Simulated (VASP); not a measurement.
Here is a VASP 6.6.1 calculation.

INCAR

```
SYSTEM = PrH2Ir
PREC = Accurate
ENCUT = 500
EDIFF = 1E-6
ISMEAR = 0
SIGMA = 0.1
LREAL = .False.
LASPH = .True.
NELM = 200
ALGO = Normal
ISIF = 2
LWAVE = .False.
LCHARG = .True.
ISPIN = 2
MAGMOM = 0 0 0 1
LORBIT = 11
LMAXMIX = 6
GGA = PE
LELF = .True.
LVHAR = .True.
NBANDS = 23
GGA_COMPAT = .False.
```

File KPOINTS:

```
regular mesh
0
Gamma
  6 6 4
  0 0 0
```

The input POSCAR:

```
PrH2Ir
1.0
    1.7471860168     -2.7967699287      0.0000000000
    1.7471860168      2.7967699287      0.0000000000
    0.0000000000      0.0000000000      5.8004503461
Pr H Ir
1 2 1
Direct
    0.0000000000      0.0000000000      0.5000000000
    0.6632032112      0.3367967888      0.0000000000
    0.3367967888      0.6632032112      0.0000000000
    0.0000000000      0.0000000000      0.0000000000
```

Potentials or basis: VASP PAW PBE potentials, release 64 (Pr_3, H, Ir), 4f in core.

The run is started by

```console
$ cat potpaw_PBE.64/Pr_3/POTCAR potpaw_PBE.64/H/POTCAR potpaw_PBE.64/Ir/POTCAR > POTCAR
$ mpirun -np 1 vasp_std > vasp.out
```

Task: Predict the pressure.

Result: -0.1 GPa.

Task: Estimate the site moments.

Result: Pr -0.05; H -0.00; Ir +0.00 μB.

Task: What does it give for the net moment?

Result: -0.09 μB per cell.

Stress tensor (GPa, compression positive):
```
-0.14  0.00  0.00
 0.00  0.18  0.00
 0.00  0.00 -0.34
```

Caveat: the magnetic or orbital state may not be the lowest.
